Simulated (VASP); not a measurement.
Wanted: the native input for a VASP 6.6.1 run.

* Task: single point
* Functional: LDA
* Potentials or basis: VASP PAW LDA potentials, release 64 (Hf_pv)
* Cutoff: 520 eV
* k mesh: 15 × 15 × 8
* Occupations: fermi-dirac, width 0.08 eV
* Spin: no spin polarisation
* Dipole correction: no
* Further INCAR settings: ALGO = Normal; EDIFF = 1e-06; NBANDS = 17

The structure of Hf lies in POSCAR:

```
Hf
1.0
    2.3145087330      0.0000000000      0.0000000000
   -1.1572543665      2.0044233601      0.0000000000
    0.0000000000      0.0000000000      4.0407957324
Hf
2
Direct
    0.3333333333      0.6666666667      0.2500000000
    0.6666666667      0.3333333333      0.7500000000
```

These files were run (other wordings do the same):

INCAR

```
PREC = Accurate ; ENCUT = 520
EDIFF = 1E-6 ; ISMEAR = -1
SIGMA = 0.08 ; LREAL = F
LASPH = T ; NELM = 60
ALGO = Normal ; ISIF = 2
LWAVE = F ; LCHARG = T
GGA = CA ; LELF = T
LVHAR = T ; NBANDS = 17
```

KPOINTS

```
Automatic mesh
0
Gamma
  15 15 8
```

Potentials or basis: VASP PAW LDA potentials, release 64 (Hf_pv).

Launch:

```sh
$ cat potpaw_LDA.64/Hf_pv/POTCAR > POTCAR
$ mpirun -np 1 vasp_std > vasp.out
```

It gave:

```
Pressure               : 396.2 GPa
Band gap on the k mesh : zero (bands 10 and 11 overlap by 2.00 eV)
```

Caveat: the cell stands under pressure; spin-orbit coupling is left out, which moves the levels of the heavy elements.

Run time: 44 s on 1 thread of Intel Xeon 8259CL, with other jobs on the host, peak memory 0.15 GiB.
